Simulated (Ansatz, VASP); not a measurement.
One calculation of Tl, two programs

```
Tl
1.0
     3.45600    0.00000    0.00000
    -1.72800    2.99298    0.00000
     0.00000    0.00000    5.52500
Tl
2
Cartesian
  0.0000 1.9953 1.3813
  1.7634 1.0330 4.1438
```

Alike in both runs: task electric field gradients; functional PBE; k mesh 11 × 11 × 6; occupations fermi-dirac, width 0.05 eV; no spin polarisation.

|  | VASP | Ansatz |
| --- | --- | --- |
| version | VASP 6.6.1 | Ansatz 0.2.0 |
| potentials or method | VASP PAW PBE potentials, release 64 (Tl_d) | PAW with Ansatz's default frozen-core files, scalar-relativistic |
| plane-wave cutoff (eV) | 520 | 420 |
| valence electrons in the cell | 26 | 26 |

VASP gave:

| Quantity | Value |
| --- | --- |
| pressure (GPa) | 3.1 |
| traceless stress, the component that is largest in VASP (GPa) | -0.17 |
| rms of the force components (eV/Å) | 0.009 |
| size of Vzz on the site where it differs most (V/Å²) | 23.2 |

Problem. What did Ansatz give for the same quantities?

Solution. Pressure (GPa): 3.2; traceless stress, the component that is largest in VASP (GPa): -0.17; rms of the force components (eV/Å): 0.009; size of Vzz on the site where it differs most (V/Å²): 23.8.

Atom by atom the forces differ by 0.000 eV/Å (rms over components).

Neither program's run includes spin-orbit coupling.
